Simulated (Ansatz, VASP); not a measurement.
# Two plane-wave programs on LiF

```
Li F
1.0
     0.00000    2.14461    2.14461
     2.14461    0.00000    2.14461
     2.14461    2.14461    0.00000
Li F
1 1
Cartesian
  0.0000 0.0000 0.0000
  1.0723 1.0723 1.0723
```

Alike in both runs: task single point; functional PBEsol; k mesh 8 × 8 × 8; no spin polarisation.

|  | VASP | Ansatz |
| --- | --- | --- |
| version | VASP 6.6.1 | Ansatz 0.2.0 |
| potentials or method | VASP PAW PBE potentials, release 64 (Li_sv, F) | plane waves, PAW |
| plane-wave cutoff (eV) | 520 | 420 |
| occupations | gaussian, width 0.01 eV | fixed |
| valence electrons in the cell | 10 | 10 |

VASP gave:

- gap on the k mesh at the Fermi level (eV): 7.74

**Question.** Estimate Ansatz's values.

**Answer.** gap on the k mesh at the Fermi level (eV): 7.76.

VASP's potentials were made for PBE, not for PBEsol.

Noted on VASP's run: the cutoff is under 1.25 times that of the potentials, so the pressure is a little rough.
